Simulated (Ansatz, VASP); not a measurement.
One calculation of WC, two programs

INCAR

```
SYSTEM = WC
PREC = Accurate
ENCUT = 520
EDIFF = 1E-6
ISMEAR = 0
SIGMA = 0.15
LREAL = .False.
LASPH = .True.
NELM = 80
ALGO = Normal
ISIF = 2
LWAVE = .False.
LCHARG = .True.
GGA = PE
LELF = .True.
LVHAR = .True.
NBANDS = 16
```

KPOINTS

```
Automatic mesh
0
Gamma
  18 18 16
  0 0 0
```

POSCAR

```
WC
1.0
    2.9005014360      0.0000000000      0.0000000000
   -1.4502507180      2.5119079273      0.0000000000
    0.0000000000      0.0000000000      2.8290000000
W C
1 1
Direct
   -0.0576808060     -0.0422252806      0.0000000000
    0.6666666667      0.3333333333      0.5000000000
```

Input for Ansatz:

```yaml
crystal:
  lattice:
    - [2.900501436, 0.0, 0.0]
    - [-1.450250718, 2.5119079273, 0.0]
    - [0.0, 0.0, 2.829]
  atoms:
    - { symbol: W, position: [-0.057680806, -0.0422252806, 0.0] }
    - { symbol: C, position: [0.6666666667, 0.3333333333, 0.5] }
basis:
  ecutwfc: 420
kpoints:
  mp_grid: { grid: [18, 18, 16] }
hamiltonian:
  xc: pbe
scf:
  occupations: { method: gaussian, width: 0.15 }
output:
  forces: true
  stress: true
  eigenvalues: true
```

Alike in both runs: task single point; functional PBE; k mesh 18 × 18 × 16; occupations gaussian, width 0.15 eV; no spin polarisation.

```csv
,VASP,Ansatz
version,VASP 6.6.1,Ansatz 0.2.0
potentials or method,"VASP PAW PBE potentials, release 64 (W_sv, C), cutoff 520 eV","scalar-relativistic, plane waves, PAW"
valence electrons in the cell,18,18
```

Ansatz gave:

* gap on the k mesh at the Fermi level (eV): none
* pressure (GPa): 11.8
* traceless stress, the component that is largest in VASP (GPa): -5.64
* rms of the force components (eV/Å): 1.281

Problem. What did VASP give for the same quantities?

Solution. gap on the k mesh at the Fermi level (eV): none; pressure (GPa): 12.9; traceless stress, the component that is largest in VASP (GPa): -5.84; rms of the force components (eV/Å): 1.286.

Atom by atom the forces differ by 0.005 eV/Å (rms over components). A gap of «none» marks a metal or a gap that the smearing closes.

Neither program's run includes spin-orbit coupling.
